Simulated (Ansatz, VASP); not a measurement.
**As: VASP beside Ansatz**

```
As
1.0
     4.80735    0.00000    0.00000
     0.00000    3.63390    0.00000
     0.00000    0.00000   28.27037
As
4
Direct
  0.07604 0.00000 0.37773
  0.42396 0.50000 0.37773
  0.57604 0.50000 0.29435
  0.92396 0.00000 0.29435
```

Alike in both runs: task single point; functional HSE06; k mesh 2 × 4 × 1; no spin polarisation.

|  | VASP | Ansatz |
| --- | --- | --- |
| version | VASP 6.6.1 | Ansatz 0.2.0 |
| potentials or method | VASP PAW PBE potentials, release 64 (As) | plane waves, PAW |
| plane-wave cutoff (eV) | 520 | 420 |
| occupations | gaussian, width 0.01 eV | fixed |
| valence electrons in the cell | 20 | 60 |

VASP gave:

* gap on the k mesh at the Fermi level (eV): 1.57
* rms of the force components (eV/Å): 0.166

**Question.** Estimate Ansatz's values.

**Answer.** gap on the k mesh at the Fermi level (eV): 1.56; rms of the force components (eV/Å): 0.161.

Atom by atom the forces differ by 0.009 eV/Å (rms over components). VASP's potentials hold 20 valence electrons a cell and Ansatz's 60, so a difference there can come from the potentials and not from the codes. Ansatz's warnings: stress exchange threshold loose, stress scf threshold loose.

The k mesh is coarse, so the values compare programs but aren't converged.
